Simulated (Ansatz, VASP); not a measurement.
**Fe in VASP and in Ansatz**

The input INCAR:

```
SYSTEM = Fe
  PREC = Accurate
  ENCUT = 520
  EDIFF = 1E-7
  ISMEAR = -1
  SIGMA = 0.05
  LREAL = .False.
  LASPH = .True.
  NELM = 150
  ALGO = Normal
  ISIF = 2
  LWAVE = .False.
  LCHARG = .False.
  ISPIN = 2
  MAGMOM = 1.355 -1.355
  LORBIT = 11
  LMAXMIX = 4
  GGA = B5
  ALDAX = 1.0
  AGGAX = 1.0
  AGGAC = 1.0
  ALDAC = 0.0
  NBANDS = 19
```

The input KPOINTS:

```
Automatic mesh
0
Gamma
  18 18 18
  0 0 0
```

Contents of POSCAR:

```
Fe
1.0
    2.8389615403      0.0000000000      0.0000000000
    0.0000000000      2.8389615403      0.0000000000
    0.0000000000      0.0000000000      2.8389615403
Fe
2
Direct
    0.0000000000      0.0000000000      0.0000000000
    0.5000000000      0.5000000000      0.5000000000
```

Input for Ansatz:

```yaml
crystal:
  lattice:
    - [2.8389615196, 0.0, 0.0]
    - [0.0, 2.8389615196, 0.0]
    - [0.0, 0.0, 2.8389615196]
  atoms:
    - { symbol: Fe, position: [0.0, 0.0, 0.0], spin: 1.355 }
    - { symbol: Fe, position: [0.5, 0.5, 0.5], spin: -1.355 }
hamiltonian:
  xc: blyp
  pseudopotentials:
    kind: paw
    azcp:
      Fe: "pseudopotentials/Fe.paw.azcp"
basis:
  ecutwfc: 420
  fft_grid_basis: typed
kpoints:
  mp_grid: { grid: [18, 18, 18], shift: [0, 0, 0] }
magnetization:
  spin_polarized: true
scf:
  occupations: { method: fermi_dirac, width: 0.05 }
```

Alike in both runs: task single point; functional BLYP; k mesh 18 × 18 × 18; occupations fermi-dirac, width 0.05 eV; collinear spin.

|  | VASP | Ansatz |
| --- | --- | --- |
| version | VASP 6.6.1 | Ansatz 0.2.0 |
| potentials or method | VASP PAW PBE potentials, release 64 (Fe), cutoff 520 eV | plane waves (420 eV) with PAW, scalar-relativistic |
| valence electrons in the cell | 16 | 32 |

VASP gave:

- net moment per atom (μB): 0.00
- size of the moment on the site where the two differ most (μB): 1.40

**Question.** Which values does Ansatz return?

**Answer.** net moment per atom (μB): 2.16; size of the moment on the site where the two differ most (μB): 2.20.

The net moments are unlike, so the other rows may belong to different states. VASP's potentials were made for PBE, not for BLYP. Site moments also hang on the region over which each program counts them. VASP's potentials hold 16 valence electrons a cell and Ansatz's 32, so a difference there can come from the potentials and not from the codes. Ansatz's warnings: look outside group, seeded moment not kept, stability check not made.
